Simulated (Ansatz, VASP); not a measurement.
**TePb in VASP and in Ansatz**

```xyz
2
Lattice="0.0000 3.2364 3.2364 3.2364 0.0000 3.2364 3.2364 3.2364 0.0000" Properties=species:S:1:pos:R:3 pbc="T T T"
Te    3.2355    3.2192    3.2532
Pb    6.4544    3.2550    3.2495
```

Alike in both runs: task single point; functional PBE; k mesh 4 × 4 × 4; no spin polarisation.

|  | VASP | Ansatz |
| --- | --- | --- |
| version | VASP 6.6.1 | Ansatz 0.2.0 |
| potentials or method | VASP PAW PBE potentials, release 64 (Te, Pb_d), cutoff 520 eV | plane waves, PAW |
| occupations | gaussian, width 0.01 eV | fixed |
| valence electrons in the cell | 20 | 30 |

|  | VASP | Ansatz | Ansatz less VASP |
| --- | --- | --- | --- |
| pressure (GPa) | 1.9 | 1.9 | +0.04 |
| rms of the force components (eV/Å) | 0.005 | 0.005 | +0.0001 |

Atom by atom the forces differ by 0.000 eV/Å (rms over components). VASP's potentials hold 20 valence electrons a cell and Ansatz's 30, so a difference there can come from the potentials and not from the codes. Ansatz's warnings: stress scf threshold loose.

The k mesh is coarse, so the values compare programs but aren't converged. Neither program's run includes spin-orbit coupling.
